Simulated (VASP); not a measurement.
Input of a VASP 6.6.1 run:

Contents of INCAR:

```
ALGO = Normal
EDIFF = 1E-6
ENCUT = 500
GGA = PE
GGA_COMPAT = F
ISIF = 2
ISMEAR = 0
LASPH = T
LCHARG = F
LREAL = F
LWAVE = F
NBANDS = 16
NELM = 120
PREC = Accurate
SIGMA = 0.01
```

File KPOINTS:

```
k-points
0
Gamma
  7 7 7
```

File POSCAR:

```
AgCl
1.0
    0.0000000000      2.7350000000      2.7350000000
    2.7350000000      0.0000000000      2.7350000000
    2.7350000000      2.7350000000      0.0000000000
Ag Cl
1 1
Direct
    0.0000000000      0.0000000000      0.0000000000
    0.5000000000      0.5000000000      0.5000000000
```

Potentials or basis: VASP PAW PBE potentials, release 64 (Ag, Cl).

Command:

```console
$ cat potpaw_PBE.64/Ag/POTCAR potpaw_PBE.64/Cl/POTCAR > POTCAR
$ mpirun -np 1 vasp_std > vasp.out
```

(1) What does it give for the pressure?

(2) Estimate the band gap on the k mesh.

Results:

(1) 3.8 GPa.

(2) 0.98 eV (least direct gap 3.38 eV).

Caveat: the cell stands under pressure; an odd mesh through Γ misses points on the zone boundary, where band edges can lie.
